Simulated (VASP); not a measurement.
Set up this calculation in VASP 6.6.1, as the native input.

| Item | Value |
| --- | --- |
| Task | single point |
| Functional | PBE |
| Potentials or basis | VASP PAW PBE potentials, release 64 (Br, S, K_sv) |
| Cutoff | 520 eV |
| k mesh | 4 × 4 × 4 |
| Occupations | gaussian, width 0.01 eV |
| Spin | no spin polarisation |
| Dipole correction | no |
| Further INCAR settings | ALGO = Normal; EDIFF = 1e-06; NBANDS = 28 |

The structure of K3SBr lies in POSCAR:

```
K3SBr
1.0
    5.9551474468      0.0000000000      0.0000000000
    0.0000000000      5.9551474468      0.0000000000
    0.0000000000      0.0000000000      5.9551474468
Br S K
1 1 3
Direct
    0.0000000000      0.0000000000      0.0000000000
    0.5000000000      0.5000000000      0.5000000000
    0.5000000000      0.5000000000      0.0000000000
    0.5000000000      0.0000000000      0.5000000000
    0.0000000000      0.5000000000      0.5000000000
```

The input as run:

INCAR

```
  PREC = Accurate
  ENCUT = 520
  EDIFF = 1E-6
  ISMEAR = 0
  SIGMA = 0.01
  LREAL = False
  LASPH = True
  NELM = 60
  ALGO = Normal
  ISIF = 2
  LWAVE = False
  LCHARG = False
  GGA = PE
  NBANDS = 28
```

KPOINTS

```
Automatic mesh
0
Gamma
  4 4 4
```

Potentials or basis: VASP PAW PBE potentials, release 64 (Br, S, K_sv).

Command:

```console
$ cat potpaw_PBE.64/Br/POTCAR potpaw_PBE.64/S/POTCAR potpaw_PBE.64/K_sv/POTCAR > POTCAR
$ mpirun -np 1 vasp_std > vasp.out
```

It gave:

```
Pressure               : 0.3 GPa
Band gap on the k mesh : 1.73 eV
```

Wall time 44 s on 1 thread of Intel(R) Xeon(R) 6975P-C (Granite Rapids) (shared host), peak memory 0.33 GiB.
